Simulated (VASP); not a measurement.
A run of VASP 6.6.1 is set up as follows.

INCAR

```
SYSTEM = InP
PREC     = Accurate       ! precision mode
ENCUT    = 520            ! plane-wave cutoff, eV
EDIFF    = 1E-6           ! SCF threshold, eV
ISMEAR   = 0              ! smearing method
SIGMA    = 0.01           ! smearing width, eV
LREAL    = .FALSE.        ! projectors in reciprocal space
LASPH    = .TRUE.         ! aspherical terms in the spheres
NELM     = 60             ! most SCF steps
ALGO     = Normal         ! electronic algorithm
ISIF     = 2              ! what is computed and relaxed
LWAVE    = .FALSE.        ! write WAVECAR
LCHARG   = .FALSE.        ! write CHGCAR
NBANDS   = 16             ! bands
```

The input KPOINTS:

```
regular mesh
0
G
  8 8 8
  0 0 0
```

POSCAR

```
InP
1.0
    2.9719325461      2.9719325461      0.0000000000
   -2.9719325461      2.9719325461      0.0000000000
    0.0000000000      2.9719325461      2.8473484873
In P
1 1
Direct
    0.0000000000      0.0000000000      0.0000000000
    0.7500000000      0.2500000000      0.5000000000
```

Potentials or basis: VASP PAW LDA potentials, release 64 (In_d, P).

Launch:

```bash
$ cat potpaw_LDA.64/In_d/POTCAR potpaw_LDA.64/P/POTCAR > POTCAR
$ mpirun -np 1 vasp_std > vasp.out
```

(1) Predict the pressure.

(2) Predict the band gap on the k mesh.

Answers

(1) -1.2 GPa.

(2) 0.38 eV.

Caveat: the cell differs from its parent crystal (in-plane strain +0.02, then relaxed in part); semilocal functionals underestimate gaps, and a narrow one can read as zero; spin-orbit coupling is left out, which moves the levels of the heavy elements.
